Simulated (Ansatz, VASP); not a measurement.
## LiBr in VASP and in Ansatz

INCAR

```
PREC     = Accurate       # precision mode
ENCUT    = 650            # plane-wave cutoff, eV
EDIFF    = 1E-8           # SCF threshold, eV
ISMEAR   = -1             # smearing method
SIGMA    = 0.08           # smearing width, eV
LREAL    = F              # projectors in reciprocal space
LASPH    = T              # aspherical terms in the spheres
NELM     = 120            # most SCF steps
ALGO     = Normal         # electronic algorithm
ISIF     = 2              # what is computed and relaxed
LWAVE    = F              # write WAVECAR
LCHARG   = F              # write CHGCAR
GGA      = PE             # functional
LEFG     = T            
NBANDS   = 12             # bands
GGA_COMPAT= F
```

Contents of KPOINTS:

```
regular mesh
0
Gamma
  12 12 12
```

File POSCAR:

```
LiBr
1.0
    0.0000000000      2.7547921786      2.7547921786
    2.7547921786      0.0000000000      2.7547921786
    2.7547921786      2.7547921786      0.0000000000
Li Br
1 1
Direct
    0.0000000000      0.0000000000      0.0000000000
    0.5000000000      0.5000000000      0.5000000000
```

Input for Ansatz:

```yaml
crystal:
  lattice:
    - [0.0, 2.7547921786, 2.7547921786]
    - [2.7547921786, 0.0, 2.7547921786]
    - [2.7547921786, 2.7547921786, 0.0]
  atoms:
    - { symbol: Li, position: [0.0, 0.0, 0.0] }
    - { symbol: Br, position: [0.5, 0.5, 0.5] }
kpoints:
  mp_grid: { grid: [12, 12, 12] }
  band_path:
    path:
      - [0.0, 0.0, 0.0]
      - [0.5, 0.0, 0.5]
      - [0.625, 0.25, 0.625]
      - [0.375, 0.375, 0.75]
      - [0.0, 0.0, 0.0]
      - [0.5, 0.5, 0.5]
      - [0.5, 0.25, 0.75]
      - [0.5, 0.0, 0.5]
    npoints: 8
scf:
  occupations: { method: fermi_dirac, width: 0.08 }
hamiltonian:
  xc: pbe
  pseudopotentials: { kind: paw }
output:
  forces: true
  stress: true
  eigenvalues: true
  efg: { contact_densities: true }
  populations: true
  bader: true
  dos: { projected: true, de: 0.2, e_range: [-14, 8] }
```

Alike in both runs: task electric field gradients; functional PBE; k mesh 12 × 12 × 12; occupations fermi-dirac, width 0.08 eV; no spin polarisation.

|  | VASP | Ansatz |
| --- | --- | --- |
| version | VASP 6.6.1 | Ansatz 0.2.0 |
| potentials or method | VASP PAW PBE potentials, release 64 (Li_sv, Br) | PAW with Ansatz's default frozen-core files, scalar-relativistic |
| plane-wave cutoff (eV) | 650 | 420 |
| valence electrons in the cell | 10 | 10 |

|  | VASP | Ansatz | Ansatz less VASP |
| --- | --- | --- | --- |
| gap on the k mesh at the Fermi level (eV) | 4.92 | 4.91 | -0.008 |
| pressure (GPa) | -0.1 | 0.0 | +0.08 |

With one functional, cell and mesh, what is left measures potentials, basis and numerics.
